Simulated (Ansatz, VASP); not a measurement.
# MnO in VASP and in Ansatz

The input INCAR:

```
SYSTEM = MnO
ALGO     = Normal         ! electronic algorithm
EDIFF    = 1E-8           ! SCF threshold, eV
ENCUT    = 520            ! plane-wave cutoff, eV
GGA      = PE             ! functional
ISIF     = 2              ! what is computed and relaxed
ISMEAR   = -1             ! smearing method
ISPIN    = 2              ! spin polarisation
LASPH    = .TRUE.         ! aspherical terms in the spheres
LCHARG   = .FALSE.        ! write CHGCAR
LEFG     = .TRUE.       
LMAXMIX  = 4              ! l up to which the mixer works
LORBIT   = 11             ! projections on sites
LREAL    = .FALSE.        ! projectors in reciprocal space
LWAVE    = .FALSE.        ! write WAVECAR
MAGMOM   = 4 4 0 0        ! initial moments
NBANDS   = 31             ! bands
NELM     = 150            ! most SCF steps
PREC     = Accurate       ! precision mode
SIGMA    = 0.05           ! smearing width, eV
```

File KPOINTS:

```
k-points
0
G
  14 14 8
  0 0 0
```

POSCAR

```
MnO
1.0
    3.3940307253      0.0000000000      0.0000000000
   -1.6970153626      2.9393168293      0.0000000000
    0.0000000000      0.0000000000      5.4211666023
Mn O
2 2
Direct
    0.3333333333      0.6666666667      0.0109600000
    0.6666666667      0.3333333333      0.5109600000
    0.3333333333      0.6666666667      0.3754700000
    0.6666666667      0.3333333333      0.8754700000
```

Input for Ansatz:

```yaml
crystal:
  lattice:
    - [3.3940307253, 0.0, 0.0]
    - [-1.6970153626, 2.9393168293, 0.0]
    - [0.0, 0.0, 5.4211666023]
  atoms:
    - { symbol: Mn, position: [0.3333333333, 0.6666666667, 0.01096], spin: 4.0 }
    - { symbol: Mn, position: [0.6666666667, 0.3333333333, 0.51096], spin: 4.0 }
    - { symbol: O, position: [0.3333333333, 0.6666666667, 0.37547] }
    - { symbol: O, position: [0.6666666667, 0.3333333333, 0.87547] }
magnetization:
  spin_polarized: true
kpoints:
  mp_grid: { grid: [14, 14, 8] }
scf:
  occupations: { method: fermi_dirac, width: 0.05 }
hamiltonian:
  xc: pbe
  pseudopotentials: { kind: all_electron, datasets: crystal }
output:
  forces: true
  stress: true
  eigenvalues: true
  efg: { contact_densities: true }
```

Change from the starting cell: volume scaled by 1.02, crystal datasets.

Alike in both runs: task electric field gradients; functional PBE; k mesh 14 × 14 × 8; occupations fermi-dirac, width 0.05 eV; collinear spin.

|  | VASP | Ansatz |
| --- | --- | --- |
| version | VASP 6.6.1 | Ansatz 0.2.0 |
| potentials or method | VASP PAW PBE potentials, release 64 (Mn_pv, O), cutoff 520 eV | all-electron PAW with datasets made for the crystal, scalar-relativistic |

Ansatz gave:

| Item | Value |
| --- | --- |
| pressure (GPa) | 3.4 |
| traceless stress, the component that is largest in VASP (GPa) | 4.74 |
| rms of the force components (eV/Å) | 0.337 |
| net moment per atom (μB) | 2.50 |
| size of the moment on the site where the two differ most (μB) | 3.87 |
| size of Vzz on the site where it differs most (V/Å²) | 26.5 |

Problem. Estimate VASP's values.

Solution. Pressure (GPa): 3.8; traceless stress, the component that is largest in VASP (GPa): 4.94; rms of the force components (eV/Å): 0.353; net moment per atom (μB): 2.50; size of the moment on the site where the two differ most (μB): 4.42; size of Vzz on the site where it differs most (V/Å²): 25.6.

Site moments also hang on the region over which each program counts them. Atom by atom the forces differ by 0.016 eV/Å (rms over components). Ansatz ran all-electron here, and VASP with PAW potentials. Ansatz's warnings: frozen core search ended.
